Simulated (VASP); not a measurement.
# Be5I2 (P4/mmm) in VASP: single point with PBE

Aim: the single point of Be5I2 with PBE.

Program: VASP 6.6.1. These are calculated values, not measurements. Logs are shortened: lines on timing, memory, paths and dates and some standing lists are left out, and cuts for length are marked.

## (1) The cell of the first run

The structure is tetragonal, space group P4/mmm (No. 123). The conventional cell has a = 5.094 Å, b = 5.094 Å, c = 10.585 Å, α = 90.00°, β = 90.00°, γ = 90.00°. Within 2.7 Å of Be (site symmetry m2m) lie 3 Be at 2.06 to 2.14 Å. Be (site symmetry 4/mmm) has 2 I at 2.18 Å within 2.9 Å. I (site symmetry 4mm) has 1 Be at 2.18 Å within 2.9 Å.

## (2) Single point, PBE

POSCAR reads:

```
Be5I2
1.0
    5.0940308297      0.0000000000      0.0000000000
    0.0000000000      5.0940308297      0.0000000000
    0.0000000000      0.0000000000     10.5847071674
Be I
5 2
Direct
    0.7024167195      0.0000000000      0.5000000000
    0.2975832805      0.0000000000      0.5000000000
    0.0000000000      0.7024167195      0.5000000000
    0.0000000000      0.2975832805      0.5000000000
    0.0000000000      0.0000000000      0.0000000000
    0.0000000000      0.0000000000      0.2063901681
    0.0000000000      0.0000000000      0.7936098319
```

INCAR.step1 reads:

```
ALGO = Normal
EDIFF = 1E-6
ENCUT = 520
GGA = PE
ISIF = 2
ISMEAR = 0
LASPH = True
LCHARG = True
LREAL = False
LWAVE = False
NBANDS = 21
NELM = 100
PREC = Accurate
SIGMA = 0.1
```

KPOINTS.step1 reads:

```
k-points
0
Gamma
  8 8 4
```

INCAR.step2 reads:

```
ALGO = Normal
EDIFF = 1E-6
ENCUT = 520
GGA = PE
ICHARG = 11
ISIF = 2
ISMEAR = -5
LASPH = True
LCHARG = False
LORBIT = 11
LREAL = False
LWAVE = False
NBANDS = 21
NEDOS = 2001
NELM = 100
PREC = Accurate
SIGMA = 0.1
```

KPOINTS.step2 reads:

```
k-points
0
Gamma
  12 12 6
```

Potentials or basis: VASP PAW PBE potentials, release 64 (Be, I).

Command:

```
cat potpaw_PBE.64/Be/POTCAR potpaw_PBE.64/I/POTCAR > POTCAR
cp INCAR.step1 INCAR
cp KPOINTS.step1 KPOINTS
mpirun -np 1 vasp_std > vasp.out
cp INCAR.step2 INCAR
cp KPOINTS.step2 KPOINTS
mpirun -np 1 vasp_std > vasp.out
```

OUTCAR:

```text
EDIFF = 1E-6
   ENCUT = 520
   GGA = PE
   ICHARG = 11
   ISIF = 2
   ISMEAR = -5
   LASPH = True
   LORBIT = 11
   LREAL = False
   NELM = 100
   PREC = Accurate

 ion  position               nearest neighbor table
   1  0.702  0.000  0.500-   2 2.06   3 2.14   4 2.14
   2  0.298  0.000  0.500-   1 2.06   3 2.14   4 2.14
   3  0.000  0.702  0.500-   4 2.06   2 2.14   1 2.14
   4  0.000  0.298  0.500-   3 2.06   2 2.14   1 2.14
   5  0.000  0.000  0.000-   6 2.18   7 2.18
   6  0.000  0.000  0.206-   5 2.18
   7  0.000  0.000  0.794-   5 2.18

  LATTYP: Found a simple tetragonal cell.
 ALAT       =     5.0940308297
 C/A-ratio  =     2.0778647639

  Lattice vectors:

 A1 = (   5.0940308297,   0.0000000000,   0.0000000000)
 A2 = (   0.0000000000,   5.0940308297,   0.0000000000)
 A3 = (   0.0000000000,   0.0000000000,  10.5847071674)

Analysis of symmetry for initial positions (statically):
=====================================================================
 Subroutine PRICEL returns:
 Original cell was already a primitive cell.

 Routine SETGRP: Setting up the symmetry group for a
 simple tetragonal supercell.

 Subroutine GETGRP returns: Found 16 space group operations
 (whereof 16 operations were pure point group operations)
 out of a pool of 16 trial point group operations.

The static configuration has the point symmetry D_4h.

Analysis of symmetry for dynamics (positions and initial velocities):
=====================================================================
 Subroutine PRICEL returns:
 Original cell was already a primitive cell.

 Routine SETGRP: Setting up the symmetry group for a
 simple tetragonal supercell.

 Subroutine GETGRP returns: Found 16 space group operations
 (whereof 16 operations were pure point group operations)
 out of a pool of 16 trial point group operations.

The dynamic configuration has the point symmetry D_4h.

 Subroutine INISYM returns: Found 16 space group operations
 (whereof 16 operations are pure point group operations),
 and found     1 'primitive' translations

----------------------------------------------------------------------------------------

                                     Primitive cell

  volume of cell :     274.6642

  direct lattice vectors                    reciprocal lattice vectors
     5.094030830  0.000000000  0.000000000     0.196308196  0.000000000  0.000000000
     0.000000000  5.094030830  0.000000000     0.000000000  0.196308196  0.000000000
     0.000000000  0.000000000 10.584707167     0.000000000  0.000000000  0.094475925

  length of vectors
     5.094030830  5.094030830 10.584707167     0.196308196  0.196308196  0.094475925

  position of ions in fractional coordinates (direct lattice)
     0.702416720  0.000000000  0.500000000
     0.297583280  0.000000000  0.500000000
     0.000000000  0.702416720  0.500000000
     0.000000000  0.297583280  0.500000000
     0.000000000  0.000000000  0.000000000
     0.000000000  0.000000000  0.206390168
     0.000000000  0.000000000  0.793609832

  ion indices of the primitive-cell ions
   primitive index   ion index
                 1           1
                 2           2
                 3           3
                 4           4
                 5           5
                 6           6
                 7           7

----------------------------------------------------------------------------------------

 KPOINTS: k-points

Automatic generation of k-mesh.
 Grid dimensions read from file:
 generate k-points for:   12   12    6

 Generating k-lattice:

  Cartesian coordinates                     Fractional coordinates (reciprocal lattice)
     0.016359016  0.000000000  0.000000000     0.083333333  0.000000000  0.000000000
     0.000000000  0.016359016  0.000000000     0.000000000  0.083333333  0.000000000
     0.000000000  0.000000000  0.015745987     0.000000000  0.000000000  0.166666667

  Length of vectors
     0.016359016  0.016359016  0.015745987

  Shift w.r.t. Gamma in fractional coordinates (k-lattice)
     0.000000000  0.000000000  0.000000000

 TETIRR: Found   1296 inequivalent tetrahedra from     5184

 Subroutine IBZKPT returns following result:
 ===========================================

 Found    112 irreducible k-points:

 Following reciprocal coordinates:
            Coordinates               Weight
  0.000000  0.000000  0.000000      1.000000
  0.083333  0.000000  0.000000      4.000000
  0.166667  0.000000  0.000000      4.000000
  0.250000  0.000000  0.000000      4.000000
  0.333333  0.000000  0.000000      4.000000
  0.416667  0.000000  0.000000      4.000000
[... 16 lines left out ...]
  0.333333  0.333333  0.000000      4.000000
  0.416667  0.333333  0.000000      8.000000
 [... further k-points ...]
   k-points           NKPTS =    112   k-points in BZ     NKDIM =    112   number of bands    NBANDS=     21
   number of dos      NEDOS =   2001   number of ions     NIONS =      7
   total plane-waves  NPLWV = 128000
   dimension x,y,z NGX =    40 NGY =   40 NGZ =   80
   dimension x,y,z NGXF=    80 NGYF=   80 NGZF=  160
   ions per type =               5   2
   NGX,Y,Z   is equivalent  to a cutoff of  13.05, 13.05, 12.56 a.u.
   NGXF,Y,Z  is equivalent  to a cutoff of  26.11, 26.11, 25.13 a.u.
 SYSTEM =  unknown system
   PREC   = accura    normal or accurate (medium, high low for compatibility)
   ISTART =      0    job   : 0-new  1-cont  2-samecut
   ICHARG =     11    charge: 1-file 2-atom 10-const
   ISPIN  =      1    spin polarized calculation?
   LNONCOLLINEAR =      F non collinear calculations
   LSORBIT =      F    spin-orbit coupling
   LASPH  =      T    aspherical Exc in radial PAW
   ENCUT  =  520.0 eV  38.22 Ry    6.18 a.u.   9.47  9.47 19.68*2*pi/ulx,y,z
   NELM   =    100;   NELMIN=  2; NELMDL=  0     # of ELM steps
   EDIFF  = 0.1E-05   stopping-criterion for ELM
   LREAL  =      F    real-space projection
   EDIFFG = 0.1E-04   stopping-criterion for IOM
   NSW    =      0    number of steps for IOM
   IBRION =     -1    ionic relax: 0-MD 1-quasi-New 2-CG
   NFREE  =      0    steps in history (QN), initial steepest desc. (CG)
   ISIF   =      2    stress and relaxation
   ISYM   =      2    0-nonsym 1-usesym 2-fastsym
   POTIM  = 0.5000    time-step for ionic-motion
   TEBEG  =    0.0;   TEEND  =   0.0 temperature during run
   PSTRESS=    0.0 pullay stress
   NELECT =      24.0000    total number of electrons
   NUPDOWN=      -1.0000    fix difference up-down
   EMIN   =  10.00;   EMAX   =-10.00  energy-range for DOS
   EFERMI =   0.00;   METHOD = LEGACY
   ISMEAR =    -5;   SIGMA  =   0.10  broadening in eV -4-tet -1-fermi 0-gaus
   EFERMI_NEDOS =   21; number of points for ismear=-14 and -15
   IALGO  =     38    algorithm
   IMIX   =      4    mixing-type and parameters
     AMIX     =   0.40;   BMIX     =  1.00
     AMIX_MAG =   1.60;   BMIX_MAG =  1.00
  volume/ion in A,a.u.               =      39.24       264.79
  Fermi-wavevector in a.u.,A,eV,Ry     =   0.726459  1.372809  7.180380  0.527743
  Thomas-Fermi vector in A             =   1.817438
   LORBIT       =     11    0 simple, 1 ext, 2 COOP (PROOUT), +10 PAW based schemes
   GGA     = PE    functional components
   LHFCALC =     F    Hartree Fock is set to
   AEXX    =    0.0000 exact exchange contribution
   IVDW    =     0    specifies the selected vdW correction
   LEPSILON=     F    determine dielectric tensor
   LRPA    =     F    only Hartree local field effects (RPA)
 non-spin polarized calculation
 Fermi weights with tetrahedron method with Bloechl corrections
  energy-cutoff  :      520.00
  volume of cell :      274.66
 maximum number of plane-waves:      7464
 NGX is ok and might be reduce to    40

 number of electron      24.0000003 magnetization

 Free energy of the ion-electron system (eV)
  ---------------------------------------------------
  ext. energy  EPLUGINS =         0.00000000
  ---------------------------------------------------
  free energy    TOTEN  =       -14.44431600 eV

  energy without entropy =      -14.44431600  energy(sigma->0) =      -14.44431600

 E-fermi :   0.3862     XC(G=0):  -5.9226

 val. band max:        0.3665461568   @ k =   0.1667   0.1667   0.5000
 cond. band min:       0.3657244409   @ k =   0.0833   0.0000   0.1667
 fundamental gap:     -0.0008217159
 Fermi energy:         0.3862398980

 k-point     1 :       0.0000    0.0000    0.0000
  band No.  band energies     occupation
      1     -13.5364      2.00000
      2     -13.4783      2.00000
      3      -6.0660      2.00000
      4      -4.7394      2.00000
      5      -4.1450      2.00000
      6      -3.1034      2.00000
[... 13 lines left out ...]
     20       4.0308      0.00000
     21       4.2351      0.00000

 k-point     2 :       0.0833    0.0000    0.0000
  band No.  band energies     occupation
      1     -13.5347      2.00000
      2     -13.4768      2.00000
      3      -6.0537      2.00000
      4      -4.7351      2.00000
      5      -4.1358      2.00000
      6      -3.1465      2.00000
[... 13 lines left out ...]
     20       4.0786      0.00000
     21       4.2614      0.00000
[... 487 lines left out ...]
      5      -3.8555      2.00000
      6      -3.5335      2.00000
[... 13 lines left out ...]
     20       3.5242      0.00000
     21       4.5302      0.00000

 k-point    24 :       0.4167    0.3333    0.0000
  band No.  band energies     occupation
      1     -13.4942      2.00000
      2     -13.4409      2.00000
      3      -5.7502      2.00000
      4      -4.6289      2.00000
      5      -3.7865      2.00000
      6      -3.6216      2.00000
[... 13 lines left out ...]
     20       3.5876      0.00000
     21       4.3829      0.00000

 [... further k-points ...]

------------------------ aborting loop because EDIFF is reached ----------------------------------------

  FORCE on cell =-STRESS in cart. coord.  units (eV):
  Direction    XX          YY          ZZ          XY          YZ          ZX
  --------------------------------------------------------------------------------------
  -------------------------------------------------------------------------------------
  Total       -0.1111471     -0.1111471      0.0565696      0.0000000      0.0000000     -0.0000000
  in kB       -0.6483457     -0.6483457      0.3299833      0.0000000      0.0000000     -0.0000000
  external PRESSURE =      -0.3222360 kB  Pullay stress =       0.0000000 kB

 VOLUME and BASIS-vectors are now :
 -----------------------------------------------------------------------------
  energy-cutoff  :      520.00
  volume of cell :      274.66
      direct lattice vectors                 reciprocal lattice vectors
     5.094030830  0.000000000  0.000000000     0.196308196  0.000000000  0.000000000
     0.000000000  5.094030830  0.000000000     0.000000000  0.196308196  0.000000000
     0.000000000  0.000000000 10.584707167     0.000000000  0.000000000  0.094475925

 POSITION                                       TOTAL-FORCE (eV/Angst)
 -----------------------------------------------------------------------------------
      3.57813      0.00000      5.29235         0.030031      0.000000      0.000000
      1.51590      0.00000      5.29235        -0.030031      0.000000      0.000000
      0.00000      3.57813      5.29235         0.000000      0.030031      0.000000
      0.00000      1.51590      5.29235         0.000000     -0.030031      0.000000
      0.00000      0.00000      0.00000         0.000000      0.000000      0.000000
      0.00000      0.00000      2.18458         0.000000      0.000000      0.014705
      0.00000      0.00000      8.40013         0.000000      0.000000     -0.014705
 -----------------------------------------------------------------------------------
    total drift:                                0.000000     -0.000000      0.000000

  FREE ENERGIE OF THE ION-ELECTRON SYSTEM (eV)
  ---------------------------------------------------
  free  energy   TOTEN  =       -14.4443159984 eV

  energy  without entropy=      -14.4443159984  energy(sigma->0) =      -14.44431600

 total charge

# of ion       s       p       d       tot
------------------------------------------
    1        0.513   0.406   0.000   0.919
    2        0.513   0.406   0.000   0.919
    3        0.513   0.406   0.000   0.919
    4        0.513   0.406   0.000   0.919
    5        0.436   0.498   0.000   0.934
    6        1.511   2.789   0.022   4.322
    7        1.511   2.789   0.022   4.322
--------------------------------------------------
tot          5.512   7.700   0.044  13.256
```

It took 7 min on 1 thread of Intel Xeon Platinum 8488C (Sapphire Rapids), shared host; peak memory 0.72 GiB.

What came out:

```
Valence electrons inside the program's atomic spheres : Be 0.92, 0.93 (each value once); I 4.32
```

Levels at points of the mesh, in eV from the Fermi level:
| k point | band 10 | band 11 | band 12 | band 13 | band 14 | band 15 |
| --- | --- | --- | --- | --- | --- | --- |
| (0.00, 0.00, 0.00) | -1.45 | -1.26 | -0.81 | -0.81 | 0.11 | 1.93 |
| (0.50, 0.00, 0.00) | -3.01 | -1.28 | -0.07 | 0.55 | 0.77 | 1.44 |
| (0.50, 0.50, 0.00) | -2.77 | -2.77 | -0.96 | 1.67 | 1.67 | 1.78 |
| (0.00, 0.00, 0.50) | -1.43 | -1.26 | -0.73 | -0.73 | -0.47 | 2.07 |
| (0.50, 0.00, 0.50) | -2.80 | -1.27 | 0.04 | 0.16 | 0.55 | 0.73 |
| (0.50, 0.50, 0.50) | -2.56 | -2.56 | -0.96 | 0.93 | 0.93 | 0.97 |

Caveat: spin-orbit coupling is left out, which moves the levels of the heavy elements.
